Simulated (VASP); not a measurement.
# LiCl (P6_3mc) in VASP: single point with PBEsol

Aim: the single point of LiCl with PBEsol.

Program: VASP 6.6.1. These are calculated values, not measurements. Logs are shortened: lines on timing, memory, paths and dates and some standing lists are left out, and cuts for length are marked.

## (1) The cell of the first run

Symmetry: P6_3mc, No. 186, hexagonal system. Conventional cell: a = 3.925 Å, b = 3.925 Å, c = 6.357 Å, α = 90.00°, β = 90.00°, γ = 120.00°. Li (site symmetry 3m) has 4 Cl at 2.40 Å within 3.2 Å. Cl (site symmetry 3m) has 4 Li at 2.40 Å within 3.2 Å.

## (2) Single point, PBEsol

INCAR

```
PREC = Accurate
ENCUT = 520
EDIFF = 1E-6
ISMEAR = 0
SIGMA = 0.05
LREAL = False
LASPH = True
NELM = 60
ALGO = Normal
ISIF = 2
LWAVE = False
LCHARG = False
GGA = PS
NBANDS = 18
```

KPOINTS

```
regular mesh
0
Gamma
  9 9 4
```

POSCAR

```
LiCl
1.0
    3.9248822083      0.0000000000      0.0000000000
   -1.9624411042      3.3990476993      0.0000000000
    0.0000000000      0.0000000000      6.3571610000
Li Cl
2 2
Direct
    0.6666666667      0.3333333333      0.8760170000
    0.3333333333      0.6666666667      0.3760170000
    0.6666666667      0.3333333333      0.4989840000
    0.3333333333      0.6666666667      0.9989840000
```

Potentials or basis: VASP PAW PBE potentials, release 64 (Li_sv, Cl).

Run with:

```bash
cat potpaw_PBE.64/Li_sv/POTCAR potpaw_PBE.64/Cl/POTCAR > POTCAR
mpirun -np 1 vasp_std > vasp.out
```

OUTCAR:

```text
PREC = Accurate
   ENCUT = 520
   EDIFF = 1E-6
   ISMEAR = 0
   LREAL = False
   LASPH = True
   NELM = 60
   ISIF = 2
   GGA = PS

 ion  position               nearest neighbor table
   1  0.667  0.333  0.876-   3 2.40   4 2.40   4 2.40   4 2.40
   2  0.333  0.667  0.376-   4 2.40   3 2.40   3 2.40   3 2.40
   3  0.667  0.333  0.499-   1 2.40   2 2.40   2 2.40   2 2.40
   4  0.333  0.667  0.999-   2 2.40   1 2.40   1 2.40   1 2.40

  LATTYP: Found a hexagonal cell.
 ALAT       =     3.9248822083
 C/A-ratio  =     1.6197074619

  Lattice vectors:

 A1 = (   3.9248822083,   0.0000000000,   0.0000000000)
 A2 = (  -1.9624411042,   3.3990476993,   0.0000000000)
 A3 = (   0.0000000000,   0.0000000000,   6.3571610000)

Analysis of symmetry for initial positions (statically):
=====================================================================
 Subroutine PRICEL returns:
 Original cell was already a primitive cell.

 Routine SETGRP: Setting up the symmetry group for a
 hexagonal supercell.

 Subroutine GETGRP returns: Found 12 space group operations
 (whereof  6 operations were pure point group operations)
 out of a pool of 24 trial point group operations.

The static configuration has the point symmetry C_3v.
 The point group associated with its full space group is C_6v.

Analysis of symmetry for dynamics (positions and initial velocities):
=====================================================================
 Subroutine PRICEL returns:
 Original cell was already a primitive cell.

 Routine SETGRP: Setting up the symmetry group for a
 hexagonal supercell.

 Subroutine GETGRP returns: Found 12 space group operations
 (whereof  6 operations were pure point group operations)
 out of a pool of 24 trial point group operations.

The dynamic configuration has the point symmetry C_3v.
 The point group associated with its full space group is C_6v.

 Subroutine INISYM returns: Found 12 space group operations
 (whereof  6 operations are pure point group operations),
 and found     1 'primitive' translations

----------------------------------------------------------------------------------------

                                     Primitive cell

  volume of cell :      84.8100

[... 85 lines left out ...]
   ICHARG =      2    charge: 1-file 2-atom 10-const
   ISPIN  =      1    spin polarized calculation?
   LNONCOLLINEAR =      F non collinear calculations
   LSORBIT =      F    spin-orbit coupling
   LASPH  =      T    aspherical Exc in radial PAW
   ENCUT  =  520.0 eV  38.22 Ry    6.18 a.u.   7.30  7.30 11.82*2*pi/ulx,y,z
   NELM   =     60;   NELMIN=  2; NELMDL= -5     # of ELM steps
   EDIFF  = 0.1E-05   stopping-criterion for ELM
   LREAL  =      F    real-space projection
   EDIFFG = 0.1E-04   stopping-criterion for IOM
   NSW    =      0    number of steps for IOM
   IBRION =     -1    ionic relax: 0-MD 1-quasi-New 2-CG
   NFREE  =      0    steps in history (QN), initial steepest desc. (CG)
   ISIF   =      2    stress and relaxation
   ISYM   =      2    0-nonsym 1-usesym 2-fastsym
   POTIM  = 0.5000    time-step for ionic-motion
   TEBEG  =    0.0;   TEEND  =   0.0 temperature during run
   PSTRESS=    0.0 pullay stress
   NELECT =      20.0000    total number of electrons
   NUPDOWN=      -1.0000    fix difference up-down
   EMIN   =  10.00;   EMAX   =-10.00  energy-range for DOS
   EFERMI =   0.00;   METHOD = LEGACY
   ISMEAR =     0;   SIGMA  =   0.05  broadening in eV -4-tet -1-fermi 0-gaus
   EFERMI_NEDOS =   21; number of points for ismear=-14 and -15
   IALGO  =     38    algorithm
   IMIX   =      4    mixing-type and parameters
     AMIX     =   0.40;   BMIX     =  1.00
     AMIX_MAG =   1.60;   BMIX_MAG =  1.00
  volume/ion in A,a.u.               =      21.20       143.08
  Fermi-wavevector in a.u.,A,eV,Ry     =   1.011430  1.911325 13.918631  1.022990
  Thomas-Fermi vector in A             =   2.144479
   LORBIT       =      0    0 simple, 1 ext, 2 COOP (PROOUT), +10 PAW based schemes
   GGA     = PS    functional components
   LHFCALC =     F    Hartree Fock is set to
   AEXX    =    0.0000 exact exchange contribution
   IVDW    =     0    specifies the selected vdW correction
   LEPSILON=     F    determine dielectric tensor
   LRPA    =     F    only Hartree local field effects (RPA)
 non-spin polarized calculation
 Gauss-broadening in eV      SIGMA  =   0.05
  energy-cutoff  :      520.00
  volume of cell :       84.81
 maximum number of plane-waves:      2316
 NGX is ok and might be reduce to    30
   NGX = 15   NGY = 15   NGZ = 23

 number of electron      19.9999995 magnetization

 Free energy of the ion-electron system (eV)
  ---------------------------------------------------
  ext. energy  EPLUGINS =         0.00000000
  ---------------------------------------------------
  free energy    TOTEN  =       -15.19869208 eV

  energy without entropy =      -15.19869208  energy(sigma->0) =      -15.19869208

 E-fermi :  -1.1315     XC(G=0):  -7.7493

 val. band max:       -1.3832505783   @ k =   0.0000   0.0000   0.0000
 cond. band min:       4.3558638433   @ k =   0.0000   0.0000   0.0000
 fundamental gap:      5.7391144217
 Fermi energy:        -1.1315337858

 k-point     1 :       0.0000    0.0000    0.0000
  band No.  band energies     occupation
      1     -43.6556      2.00000
      2     -43.6541      2.00000
      3     -14.0383      2.00000
      4     -13.7520      2.00000
      5      -3.3826      2.00000
      6      -1.7085      2.00000
[... 481 lines left out ...]
      5      -3.0014      2.00000
      6      -2.7253      2.00000
[... 10 lines left out ...]
     17      10.6873      0.00000
     18      11.2128      0.00000

 [... further k-points ...]
[... 5 lines left out ...]
  --------------------------------------------------------------------------------------
  -------------------------------------------------------------------------------------
  Total       -0.6079418     -0.6079418     -0.7039913      0.0000000      0.0000000      0.0000000
  in kB      -11.4848539    -11.4848539    -13.2993612      0.0000000      0.0000000      0.0000000
  external PRESSURE =     -12.0896897 kB  Pullay stress =       0.0000000 kB

 VOLUME and BASIS-vectors are now :
 -----------------------------------------------------------------------------
  energy-cutoff  :      520.00
  volume of cell :       84.81
      direct lattice vectors                 reciprocal lattice vectors
     3.924882208  0.000000000  0.000000000     0.254784716  0.147100025  0.000000000
    -1.962441104  3.399047699  0.000000000     0.000000000  0.294200049  0.000000000
     0.000000000  0.000000000  6.357161000     0.000000000  0.000000000  0.157302922

 POSITION                                       TOTAL-FORCE (eV/Angst)
 -----------------------------------------------------------------------------------
      1.96244      1.13302      5.56898        -0.000000      0.000000      0.017273
     -0.00000      2.26603      2.39040         0.000000      0.000000      0.017273
      1.96244      1.13302      3.17212        -0.000000      0.000000     -0.017273
     -0.00000      2.26603      6.35070         0.000000     -0.000000     -0.017273
 -----------------------------------------------------------------------------------
    total drift:                                0.000001      0.000001      0.000153

  FREE ENERGIE OF THE ION-ELECTRON SYSTEM (eV)
  ---------------------------------------------------
  free  energy   TOTEN  =       -15.1986920838 eV

  energy  without entropy=      -15.1986920838  energy(sigma->0) =      -15.19869208
```

OSZICAR:

```text
N       E                     dE             d eps       ncg     rms          rms(c)
DAV:   1     0.132433596119E+03    0.13243E+03   -0.88326E+03  1296   0.105E+03
DAV:   2     0.403955744228E+00   -0.13203E+03   -0.12619E+03  1566   0.237E+02
DAV:   3    -0.148633184872E+02   -0.15267E+02   -0.15194E+02  2246   0.690E+01
DAV:   4    -0.153701690454E+02   -0.50685E+00   -0.50466E+00  1938   0.140E+01
DAV:   5    -0.154012345348E+02   -0.31065E-01   -0.31055E-01  2012   0.283E+00    0.302E+00
DAV:   6    -0.151810688722E+02    0.22017E+00   -0.36490E-01  1602   0.281E+00    0.217E+00
DAV:   7    -0.151798371223E+02    0.12317E-02   -0.11788E-01  1754   0.159E+00    0.124E+00
DAV:   8    -0.151974598222E+02   -0.17623E-01   -0.23144E-02  1520   0.966E-01    0.245E-01
DAV:   9    -0.151975929835E+02   -0.13316E-03   -0.11505E-03  1884   0.216E-01    0.822E-02
DAV:  10    -0.151986705549E+02   -0.10776E-02   -0.11672E-03  1396   0.184E-01    0.271E-02
DAV:  11    -0.151986832365E+02   -0.12682E-04   -0.26128E-05  1876   0.312E-02    0.791E-03
DAV:  12    -0.151986920801E+02   -0.88436E-05   -0.10198E-05  1420   0.178E-02    0.236E-03
DAV:  13    -0.151986920838E+02   -0.37851E-08   -0.29383E-07  1596   0.338E-03
   1 F= -.15198692E+02 E0= -.15198692E+02  d E =-.892624E-15
```

stdout:

```text
POSCAR found type information on POSCAR LiCl
 POSCAR found :  2 types and       4 ions
 scaLAPACK will be used
 -----------------------------------------------------------------------------
|                                                                             |
|                                                                             |
|     You enforced a specific xc type in the INCAR file but a different       |
|     I HOPE YOU KNOW WHAT YOU ARE DOING!                                     |
|                                                                             |
 -----------------------------------------------------------------------------

 LDA part: xc-table for (Slater+PW92), standard interpolation
 POSCAR, INCAR and KPOINTS ok, starting setup
 FFT: planning ... GRIDC
 FFT: planning ... GRID_SOFT
 FFT: planning ... GRID
 WAVECAR not read
 entering main loop
```

Wall time 84 s (1 thread of Intel Xeon 8259CL, shared host); peak memory 0.21 GiB.

Results:

```
Free energy            : -15.1987 eV
Largest force          : 0.017 eV/Å
Band gap on the k mesh : 5.74 eV, direct
```

Forces on the atoms (eV/Å):
```
Li   0.000  0.000  0.017
Li   0.000  0.000  0.017
Cl   0.000  0.000 -0.017
Cl   0.000  0.000 -0.017
```

Levels at points of the mesh, in eV from the valence-band top:
```csv
k point,band 7,band 8,band 9,band 10,band 11,band 12,band 13,band 14
"(0.00, 0.00, 0.00)",-0.33,-0.02,-0.02,0.00,5.74,8.03,9.92,9.92
"(0.00, 0.00, 0.50)",-0.18,-0.18,-0.18,-0.18,7.05,7.05,10.07,10.07
```

Caveat: the cutoff is under 1.25 times the usual one of these potentials, so pressure, stress and relaxed cells hold a basis-set (Pulay) error; the PAW data sets were made with another functional, which shifts forces and pressure a little.
